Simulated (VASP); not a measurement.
Input of a VASP 6.6.1 run:

File POSCAR:

```
AgCl
1.0
    0.0000000000      2.7709909694      2.7709909694
    2.7709909694      0.0000000000      2.7709909694
    2.7709909694      2.7709909694      0.0000000000
Ag Cl
1 1
Direct
    0.0000000000      0.0000000000      0.0000000000
    0.5000000000      0.5000000000      0.5000000000
```

INCAR.step1

```
PREC = Accurate
ENCUT = 520
EDIFF = 1E-5
ISMEAR = -1
SIGMA = 0.05
LREAL = False
LASPH = True
NELM = 60
ALGO = Normal
ISIF = 2
LWAVE = True
LCHARG = False
NBANDS = 16
GGA = PE
```

The input INCAR.step2:

```
PREC = Accurate
ENCUT = 520
EDIFF = 1E-6
ISMEAR = -1
SIGMA = 0.05
LREAL = False
LASPH = True
NELM = 60
ALGO = Normal
ISIF = 2
LWAVE = False
LCHARG = False
GGA = PE
LHFCALC = True
HFSCREEN = 0.2079
PRECFOCK = Normal
NBANDS = 16
ISTART = 1
```

The input KPOINTS:

```
Automatic mesh
0
Gamma
  6 6 6
```

Potentials or basis: VASP PAW PBE potentials, release 64 (Ag, Cl).

Launch:

```console
$ cat potpaw_PBE.64/Ag/POTCAR potpaw_PBE.64/Cl/POTCAR > POTCAR
$ cp INCAR.step1 INCAR
$ mpirun -np 1 vasp_std > vasp.out
$ cp INCAR.step2 INCAR
$ mpirun -np 1 vasp_std > vasp.out
```

Estimate the pressure.

1.3 GPa.

Estimate the band gap on the k mesh.

2.39 eV (least direct gap 4.64 eV).

Caveat: the PAW data sets were made with another functional, which shifts forces and pressure a little. A k mesh can miss the band edges.
